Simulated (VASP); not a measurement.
# BN (P4_2/mnm) in VASP: further runs, part 2 of 2

VASP 6.6.1. Earlier steps stand in the parts before.

### Step 4. Single point, PBE

This run uses another cell than the first one, of 6.14 Å³/atom, 1.096 times its volume.

Contents of INCAR:

```
SYSTEM = BN
PREC = Accurate
ENCUT = 520
EDIFF = 1E-6
ISMEAR = 0
SIGMA = 0.05
LREAL = .False.
LASPH = .True.
NELM = 80
ALGO = Normal
ISIF = 2
LWAVE = .False.
LCHARG = .False.
GGA = PE
NBANDS = 26
```

Contents of KPOINTS:

```
Automatic mesh
0
Gamma
  6 6 10
  0 0 0
```

Contents of POSCAR:

```
BN
1.0
    4.4559000000      0.0000000000      0.0000000000
    0.0000000000      4.4559000000      0.0000000000
    0.0000000000      0.0000000000      2.4727000000
B N
4 4
Direct
    0.1742811368      0.8257188632      0.5000000000
    0.3257188632      0.3257188632      0.0000000000
    0.6742811368      0.6742811368      0.0000000000
    0.8257188632      0.1742811368      0.5000000000
    0.8126115048      0.8126115048      0.5000000000
    0.3126115048      0.6873884952      0.0000000000
    0.6873884952      0.3126115048      0.0000000000
    0.1873884952      0.1873884952      0.5000000000
```

The run is started by

```sh
$ cat potpaw_PBE.64/B/POTCAR potpaw_PBE.64/N/POTCAR > POTCAR
$ mpirun -np 1 vasp_std > vasp.out
```

Wall time 25 s (1 thread of Intel Xeon 6975P-C (Granite Rapids), shared host); peak memory 0.18 GiB.

Results (log left out):

```
Free energy            : -68.8363 eV
Pressure               : 7.7 GPa
Largest force          : 0.328 eV/Å
Band gap on the k mesh : 4.85 eV, indirect (least direct gap 6.01 eV)
```

Forces in eV/Å, atoms in the order of the input:
```
B   -0.089  0.089  0.000
B    0.089  0.089  0.000
B   -0.089 -0.089  0.000
B    0.089 -0.089  0.000
N    0.232  0.232  0.000
N    0.232 -0.232  0.000
N   -0.232  0.232  0.000
N   -0.232 -0.232  0.000
```

Stress tensor (GPa, compression positive):
```
-3.85  0.00  0.00
 0.00 -3.85  0.00
 0.00  0.00 30.87
```

Levels at points of the mesh, in eV from the valence-band top:
```csv
k point,band 13,band 14,band 15,band 16,band 17,band 18,band 19,band 20
"(0.00, 0.00, 0.00)",-0.17,-0.02,-0.02,0.00,8.04,8.04,8.30,8.31
"(0.50, 0.00, 0.00)",-1.21,-1.21,-1.10,-1.10,8.08,8.08,8.75,8.75
"(0.50, 0.50, 0.00)",-2.60,-2.60,-2.05,-2.05,7.49,7.49,9.15,9.15
"(0.00, 0.00, 0.50)",-4.21,-4.21,-3.25,-3.25,6.60,6.60,10.18,10.18
"(0.50, 0.00, 0.50)",-3.41,-3.41,-2.28,-2.28,6.90,6.90,8.87,8.87
"(0.50, 0.50, 0.50)",-2.80,-2.80,-2.48,-2.48,6.33,6.33,6.98,6.98
```

A k mesh can miss the band edges. PBE gaps usually lie below the measured ones, often by a third to a half.

### Step 5. Single point, PBE

This run uses another cell than the first one, of 6.13 Å³/atom, 1.096 times its volume.

Contents of INCAR:

```
SYSTEM = BN
  PREC = Accurate
  ENCUT = 520
  EDIFF = 1E-6
  ISMEAR = 0
  SIGMA = 0.05
  LREAL = .FALSE.
  LASPH = .TRUE.
  NELM = 80
  ALGO = Normal
  ISIF = 2
  LWAVE = .FALSE.
  LCHARG = .TRUE.
  GGA = PE
  LELF = .TRUE.
  LVHAR = .TRUE.
  NBANDS = 26
```

Contents of KPOINTS:

```
Automatic mesh
0
G
  6 6 10
  0 0 0
```

Changes to POSCAR since step 4:

```diff
@@ -2,5 +2,5 @@
 1.0
-    4.4559000000      0.0000000000      0.0000000000
-    0.0000000000      4.4559000000      0.0000000000
-    0.0000000000      0.0000000000      2.4727000000
+    4.3232000000      0.0000000000      0.0000000000
+    0.0000000000      4.3232000000      0.0000000000
+    0.0000000000      0.0000000000      2.6257000000
 B N
```

Potentials or basis: VASP PAW PBE potentials, release 64 (B, N).

The run is started by

```sh
$ cat potpaw_PBE.64/B/POTCAR potpaw_PBE.64/N/POTCAR > POTCAR
$ mpirun -np 1 vasp_std > vasp.out
```

OUTCAR:

```text
SYSTEM = BN
   PREC = Accurate
   ENCUT = 520
   EDIFF = 1E-6
   ISMEAR = 0
   LREAL = .FALSE.
   LASPH = .TRUE.
   NELM = 80
   ISIF = 2
   GGA = PE

 ion  position               nearest neighbor table
   1  0.174  0.826  0.500-   6 1.56   6 1.56   8 1.56   5 1.56   4 2.13
   2  0.326  0.326  0.000-   8 1.56   8 1.56   6 1.56   7 1.56   3 2.13
   3  0.674  0.674  0.000-   5 1.56   5 1.56   7 1.56   6 1.56   2 2.13
   4  0.826  0.174  0.500-   7 1.56   7 1.56   8 1.56   5 1.56   1 2.13
   5  0.813  0.813  0.500-   3 1.56   3 1.56   4 1.56   1 1.56
   6  0.313  0.687  0.000-   1 1.56   1 1.56   3 1.56   2 1.56
   7  0.687  0.313  0.000-   4 1.56   4 1.56   2 1.56   3 1.56
   8  0.187  0.187  0.500-   2 1.56   2 1.56   4 1.56   1 1.56

  LATTYP: Found a simple tetragonal cell.
 ALAT       =     4.3232000000
 C/A-ratio  =     0.6073510363

  Lattice vectors:

 A1 = (   4.3232000000,   0.0000000000,   0.0000000000)
 A2 = (   0.0000000000,   4.3232000000,   0.0000000000)
 A3 = (   0.0000000000,   0.0000000000,   2.6257000000)

Analysis of symmetry for initial positions (statically):
=====================================================================
 Subroutine PRICEL returns:
 Original cell was already a primitive cell.

 Routine SETGRP: Setting up the symmetry group for a
 simple tetragonal supercell.

 Subroutine GETGRP returns: Found 16 space group operations
 (whereof  8 operations were pure point group operations)
 out of a pool of 16 trial point group operations.

The static configuration has the point symmetry D_2h.
 The point group associated with its full space group is D_4h.

Analysis of symmetry for dynamics (positions and initial velocities):
=====================================================================
 Subroutine PRICEL returns:
 Original cell was already a primitive cell.

 Routine SETGRP: Setting up the symmetry group for a
 simple tetragonal supercell.

 Subroutine GETGRP returns: Found 16 space group operations
 (whereof  8 operations were pure point group operations)
 out of a pool of 16 trial point group operations.

The dynamic configuration has the point symmetry D_2h.
 The point group associated with its full space group is D_4h.

 Subroutine INISYM returns: Found 16 space group operations
 (whereof  8 operations are pure point group operations),
 and found     1 'primitive' translations

----------------------------------------------------------------------------------------

                                     Primitive cell

  volume of cell :      49.0745

  direct lattice vectors                    reciprocal lattice vectors
     4.323200000  0.000000000  0.000000000     0.231310141  0.000000000  0.000000000
     0.000000000  4.323200000  0.000000000     0.000000000  0.231310141  0.000000000
     0.000000000  0.000000000  2.625700000     0.000000000  0.000000000  0.380850821

  length of vectors
     4.323200000  4.323200000  2.625700000     0.231310141  0.231310141  0.380850821

  position of ions in fractional coordinates (direct lattice)
     0.174281137  0.825718863  0.500000000
     0.325718863  0.325718863  0.000000000
     0.674281137  0.674281137  0.000000000
[... 40 lines left out ...]

 Found     60 irreducible k-points:

 Following reciprocal coordinates:
            Coordinates               Weight
  0.000000  0.000000  0.000000      1.000000
  0.166667  0.000000  0.000000      4.000000
  0.333333  0.000000  0.000000      4.000000
  0.500000  0.000000  0.000000      2.000000
  0.166667  0.166667  0.000000      4.000000
  0.333333  0.166667  0.000000      8.000000
[... 16 lines left out ...]
  0.333333  0.000000  0.200000      8.000000
  0.500000  0.000000  0.200000      4.000000
 [... further k-points ...]
   k-points           NKPTS =     60   k-points in BZ     NKDIM =     60   number of bands    NBANDS=     26
   number of dos      NEDOS =    301   number of ions     NIONS =      8
   total plane-waves  NPLWV =  20480
   dimension x,y,z NGX =    32 NGY =   32 NGZ =   20
   dimension x,y,z NGXF=    64 NGYF=   64 NGZF=   40
   ions per type =               4   4
   NGX,Y,Z   is equivalent  to a cutoff of  12.31, 12.31, 12.66 a.u.
   NGXF,Y,Z  is equivalent  to a cutoff of  24.61, 24.61, 25.33 a.u.
 SYSTEM =  BN
   PREC   = accura    normal or accurate (medium, high low for compatibility)
   ISTART =      0    job   : 0-new  1-cont  2-samecut
   ICHARG =      2    charge: 1-file 2-atom 10-const
   ISPIN  =      1    spin polarized calculation?
   LNONCOLLINEAR =      F non collinear calculations
   LSORBIT =      F    spin-orbit coupling
   LASPH  =      T    aspherical Exc in radial PAW
   ENCUT  =  520.0 eV  38.22 Ry    6.18 a.u.   8.04  8.04  4.88*2*pi/ulx,y,z
   NELM   =     80;   NELMIN=  2; NELMDL= -5     # of ELM steps
   EDIFF  = 0.1E-05   stopping-criterion for ELM
   LREAL  =      F    real-space projection
   EDIFFG = 0.1E-04   stopping-criterion for IOM
   NSW    =      0    number of steps for IOM
   IBRION =     -1    ionic relax: 0-MD 1-quasi-New 2-CG
   NFREE  =      0    steps in history (QN), initial steepest desc. (CG)
   ISIF   =      2    stress and relaxation
   ISYM   =      2    0-nonsym 1-usesym 2-fastsym
   POTIM  = 0.5000    time-step for ionic-motion
   TEBEG  =    0.0;   TEEND  =   0.0 temperature during run
   PSTRESS=    0.0 pullay stress
   NELECT =      32.0000    total number of electrons
   NUPDOWN=      -1.0000    fix difference up-down
   EMIN   =  10.00;   EMAX   =-10.00  energy-range for DOS
   EFERMI =   0.00;   METHOD = LEGACY
   ISMEAR =     0;   SIGMA  =   0.05  broadening in eV -4-tet -1-fermi 0-gaus
   EFERMI_NEDOS =   21; number of points for ismear=-14 and -15
   IALGO  =     38    algorithm
   IMIX   =      4    mixing-type and parameters
     AMIX     =   0.40;   BMIX     =  1.00
     AMIX_MAG =   1.60;   BMIX_MAG =  1.00
  volume/ion in A,a.u.               =       6.13        41.40
  Fermi-wavevector in a.u.,A,eV,Ry     =   1.419623  2.682698 27.420206  2.015328
  Thomas-Fermi vector in A             =   2.540624
   LORBIT       =      0    0 simple, 1 ext, 2 COOP (PROOUT), +10 PAW based schemes
   GGA     = PE    functional components
   LHFCALC =     F    Hartree Fock is set to
   AEXX    =    0.0000 exact exchange contribution
   IVDW    =     0    specifies the selected vdW correction
   LEPSILON=     F    determine dielectric tensor
   LRPA    =     F    only Hartree local field effects (RPA)
 non-spin polarized calculation
 Gauss-broadening in eV      SIGMA  =   0.05
  energy-cutoff  :      520.00
  volume of cell :       49.07
 maximum number of plane-waves:      1348
   NGX = 17   NGY = 17   NGZ =  9

 number of electron      31.9999996 magnetization

 Free energy of the ion-electron system (eV)
  ---------------------------------------------------
  ext. energy  EPLUGINS =         0.00000000
  ---------------------------------------------------
  free energy    TOTEN  =       -68.74457614 eV

  energy without entropy =      -68.74457614  energy(sigma->0) =      -68.74457614

 E-fermi :   7.4501     XC(G=0): -12.5354

 val. band max:        7.1515864064   @ k =   0.0000   0.0000   0.0000
 cond. band min:      11.8748800234   @ k =   0.0000   0.0000   0.3000
 fundamental gap:      4.7232936171
 Fermi energy:         7.4500837891

 k-point     1 :       0.0000    0.0000    0.0000
  band No.  band energies     occupation
      1     -13.1903      2.00000
      2      -8.8956      2.00000
      3      -8.8361      2.00000
      4      -8.8361      2.00000
      5      -2.3761      2.00000
      6      -2.2286      2.00000
[... 685 lines left out ...]
     25      19.3111      0.00000
     26      19.3799      0.00000

 [... further k-points ...]
[... 5 lines left out ...]
  --------------------------------------------------------------------------------------
  -------------------------------------------------------------------------------------
  Total        6.0677882      6.0677882     -7.0650877      0.0000000      0.0000000      0.0000000
  in kB      198.1003477    198.1003477   -230.6600485      0.0000000      0.0000000      0.0000000
  external PRESSURE =      55.1802157 kB  Pullay stress =       0.0000000 kB

 VOLUME and BASIS-vectors are now :
 -----------------------------------------------------------------------------
  energy-cutoff  :      520.00
  volume of cell :       49.07
      direct lattice vectors                 reciprocal lattice vectors
     4.323200000  0.000000000  0.000000000     0.231310141  0.000000000  0.000000000
     0.000000000  4.323200000  0.000000000     0.000000000  0.231310141  0.000000000
     0.000000000  0.000000000  2.625700000     0.000000000  0.000000000  0.380850821

 POSITION                                       TOTAL-FORCE (eV/Angst)
 -----------------------------------------------------------------------------------
      0.75345      3.56975      1.31285         0.126398     -0.126398      0.000000
      1.40815      1.40815      0.00000        -0.126398     -0.126398      0.000000
      2.91505      2.91505      0.00000         0.126398      0.126398      0.000000
      3.56975      0.75345      1.31285        -0.126398      0.126398      0.000000
      3.51308      3.51308      1.31285        -0.430970     -0.430970     -0.000000
      1.35148      2.97172      0.00000        -0.430970      0.430970      0.000000
      2.97172      1.35148      0.00000         0.430970     -0.430970     -0.000000
      0.81012      0.81012      1.31285         0.430970      0.430970      0.000000
 -----------------------------------------------------------------------------------
    total drift:                                0.000000      0.000000     -0.000000

  FREE ENERGIE OF THE ION-ELECTRON SYSTEM (eV)
  ---------------------------------------------------
  free  energy   TOTEN  =       -68.7445761432 eV

  energy  without entropy=      -68.7445761432  energy(sigma->0) =      -68.74457614
```

Run time: 23 s. Hardware: 1 thread of Intel Xeon 6975P-C (Granite Rapids), shared host; peak memory 0.18 GiB.

Results:

* Free energy: -68.7446 eV
* Pressure: 5.5 GPa
* Largest force: 0.609 eV/Å
* Band gap on the k mesh: 4.72 eV, indirect (least direct gap 5.75 eV)

Forces in eV/Å, atoms in the order of the input:
```
B    0.126 -0.126  0.000
B   -0.126 -0.126  0.000
B    0.126  0.126  0.000
B   -0.126  0.126  0.000
N   -0.431 -0.431  0.000
N   -0.431  0.431  0.000
N    0.431 -0.431  0.000
N    0.431  0.431  0.000
```

Stress tensor (GPa, compression positive):
```
 19.81   0.00   0.00
  0.00  19.81   0.00
  0.00   0.00 -23.07
```

### Step 6. Single point, PBE

This run uses another cell than the first one, of 6.22 Å³/atom, 1.110 times its volume.

Contents of INCAR:

```
PREC = Accurate ; ENCUT = 520
EDIFF = 1E-6 ; ISMEAR = 0
SIGMA = 0.05 ; LREAL = F
LASPH = T ; NELM = 80
ALGO = Normal ; ISIF = 2
LWAVE = F ; LCHARG = F
GGA = PE ; NBANDS = 26
```

Contents of KPOINTS:

```
Automatic mesh
0
Gamma
  6 6 10
```

Changes to POSCAR since step 5:

```diff
@@ -2,5 +2,5 @@
 1.0
-    4.3232000000      0.0000000000      0.0000000000
-    0.0000000000      4.3232000000      0.0000000000
-    0.0000000000      0.0000000000      2.6257000000
+    4.5554000000      0.0000000000      0.0000000000
+    0.0000000000      4.5554000000      0.0000000000
+    0.0000000000      0.0000000000      2.3962000000
 B N
```

Potentials or basis: VASP PAW PBE potentials, release 64 (B, N).

The run is started by

```sh
$ cat potpaw_PBE.64/B/POTCAR potpaw_PBE.64/N/POTCAR > POTCAR
$ mpirun -np 1 vasp_std > vasp.out
```

Run time: 28 s. Hardware: 1 thread of Intel Xeon 6975P-C (Granite Rapids), shared host; peak memory 0.19 GiB.

Results (log left out):

```
Free energy            : -68.2212 eV
Pressure               : 7.0 GPa
Largest force          : 0.726 eV/Å
Band gap on the k mesh : 4.62 eV, indirect (least direct gap 5.86 eV)
```

Forces in eV/Å, atoms in the order of the input:
```
B   -0.131  0.131  0.000
B    0.131  0.131  0.000
B   -0.131 -0.131  0.000
B    0.131 -0.131  0.000
N    0.513  0.513  0.000
N    0.513 -0.513  0.000
N   -0.513  0.513  0.000
N   -0.513 -0.513  0.000
```

Stress tensor (GPa, compression positive):
```
-20.46   0.00   0.00
  0.00 -20.46   0.00
  0.00   0.00  62.07
```

Levels at points of the mesh, in eV from the valence-band top:
| k point | band 14 | band 15 | band 16 | band 17 | band 18 | band 19 |
| --- | --- | --- | --- | --- | --- | --- |
| (0.00, 0.00, 0.00) | -0.36 | -0.02 | 0.00 | 6.99 | 6.99 | 7.86 |
| (0.50, 0.00, 0.00) | -1.44 | -0.81 | -0.81 | 7.05 | 7.05 | 8.51 |
| (0.50, 0.50, 0.00) | -2.09 | -1.63 | -1.63 | 6.97 | 6.97 | 9.56 |
| (0.00, 0.00, 0.50) | -4.38 | -3.21 | -3.21 | 6.36 | 6.36 | 9.66 |
| (0.50, 0.00, 0.50) | -3.30 | -2.54 | -2.54 | 6.58 | 6.58 | 8.48 |
| (0.50, 0.50, 0.50) | -2.71 | -2.62 | -2.62 | 6.07 | 6.07 | 6.44 |

### Step 7. The runs side by side

```csv
cell,gap on the mesh (eV),pressure (GPa),largest force (eV/Å)
"a = 4.323, b = 4.323, c = 2.396 Å, 8 atoms",4.79,48.9,0.42
"a = 4.389, b = 4.389, c = 2.320 Å, 8 atoms",4.52,54.3,1.06
"a = 4.456, b = 4.456, c = 2.473 Å, 8 atoms",4.85,7.7,0.33
"a = 4.323, b = 4.323, c = 2.626 Å, 8 atoms",4.72,5.5,0.61
"a = 4.555, b = 4.555, c = 2.396 Å, 8 atoms",4.62,7.0,0.73
```

Alike in all rows: task single point; level PBE; potentials or basis VASP PAW PBE potentials, release 64 (B, N); no spin polarisation; k mesh 6 × 6 × 10; cutoff (eV) 520; smearing gaussian 0.05 eV.

Caveats: forces of over 1 eV/Å act on the atoms, so gaps and moduli don't describe the material at rest (some runs).

Absolute energies hang on the potentials; compare differences alone.
